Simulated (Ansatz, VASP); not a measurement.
**Hg in VASP and in Ansatz**

The input INCAR:

```
ALGO = Normal ; EDIFF = 1E-7
ENCUT = 520 ; ISIF = 2
ISMEAR = 0 ; LASPH = True
LCHARG = False ; LREAL = False
LWAVE = False ; NBANDS = 12
NELM = 60 ; PREC = Accurate
SIGMA = 0.01
```

File KPOINTS:

```
k-points
0
Gamma
  11 11 11
```

The input POSCAR:

```
Hg
1.0
    1.7463233735      1.0082402698      2.1478810803
   -1.7463233735      1.0082402698      2.1478810803
    0.0000000000     -2.0164805396      2.1478810803
Hg
1
Direct
    0.0000000000      1.0000000000      0.0000000000
```

Input for Ansatz:

```yaml
crystal:
  lattice:
    - [1.7463233735, 1.0082402698, 2.1478810803]
    - [-1.7463233735, 1.0082402698, 2.1478810803]
    - [0.0, -2.0164805396, 2.1478810803]
  atoms:
    - { symbol: Hg, position: [0.0, 1.0, 0.0] }
hamiltonian:
  xc: lda
  pseudopotentials:
    kind: paw
    azcp:
      Hg: "pseudopotentials/Hg.paw.azcp"
basis:
  ecutwfc: 420
  fft_grid_basis: typed
kpoints:
  mp_grid: { grid: [11, 11, 11], shift: [0, 0, 0] }
magnetization:
  spin_polarized: false
scf:
  occupations: { method: gaussian, width: 0.01 }
  lower_state_search: "off"
output:
  stress: true
```

Alike in both runs: task single point; functional LDA; k mesh 11 × 11 × 11; occupations gaussian, width 0.01 eV; no spin polarisation.

|  | VASP | Ansatz |
| --- | --- | --- |
| version | VASP 6.6.1 | Ansatz 0.2.0 |
| potentials or method | VASP PAW LDA potentials, release 64 (Hg), cutoff 520 eV | plane waves (420 eV) with PAW, scalar-relativistic |
| valence electrons in the cell | 12 | 20 |

Ansatz gave:

| Item | Value |
| --- | --- |
| pressure (GPa) | 0.2 |
| traceless stress, the component that is largest in VASP (GPa) | 0.19 |

Q: Estimate VASP's values.

A: Pressure (GPa): 0.9; traceless stress, the component that is largest in VASP (GPa): 0.56.

Ansatz warns that its potentials were made for another functional, while VASP's fit it. LDA's correlation is that of Perdew and Zunger in VASP and of Perdew and Wang (1992) in Ansatz. VASP's potentials hold 12 valence electrons a cell and Ansatz's 20, so a difference there can come from the potentials and not from the codes.

Neither program's run includes spin-orbit coupling.
